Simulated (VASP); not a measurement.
Here is a VASP 6.6.1 calculation.

File INCAR:

```
  ALGO = Normal
  EDIFF = 1E-7
  ENCUT = 520
  GGA = CA
  ISIF = 2
  ISMEAR = 0
  LASPH = T
  LCHARG = F
  LREAL = F
  LWAVE = F
  NBANDS = 33
  NELM = 60
  PREC = Accurate
  SIGMA = 0.05
```

File KPOINTS:

```
k-points
0
Gamma
  8 8 8
```

File POSCAR:

```
TiO2
1.0
   -1.8696817797      1.8696817797      4.7276519014
    1.8696817797     -1.8696817797      4.7276519014
    1.8696817797      1.8696817797     -4.7276519014
Ti O
2 4
Direct
    0.0000000000      0.0000000000      0.0000000000
    0.7500000000      0.2500000000      0.5000000000
    0.2079824834      0.2079824834      0.0000000000
    0.9579824834      0.4579824834      0.5000000000
    0.5420175166      0.0420175166      0.5000000000
    0.7920175166      0.7920175166      0.0000000000
```

Potentials or basis: VASP PAW LDA potentials, release 64 (Ti_sv, O).

Command:

```console
$ cat potpaw_LDA.64/Ti_sv/POTCAR potpaw_LDA.64/O/POTCAR > POTCAR
$ mpirun -np 1 vasp_std > vasp.out
```

Predict the largest force.

0.034 eV/Å.

Predict the band gap on the k mesh.

2.11 eV, indirect (least direct gap 2.42 eV).

What does it give for the pressure?

1.3 GPa.

Forces on the atoms (eV/Å):
```
Ti   0.000  0.000  0.000
Ti   0.000  0.000  0.000
O    0.000  0.000  0.034
O    0.000  0.000  0.034
O    0.000  0.000 -0.034
O    0.000  0.000 -0.034
```

A k mesh can miss the band edges. Expect the measured gap to be larger: semilocal functionals such as LDA lack the derivative discontinuity.
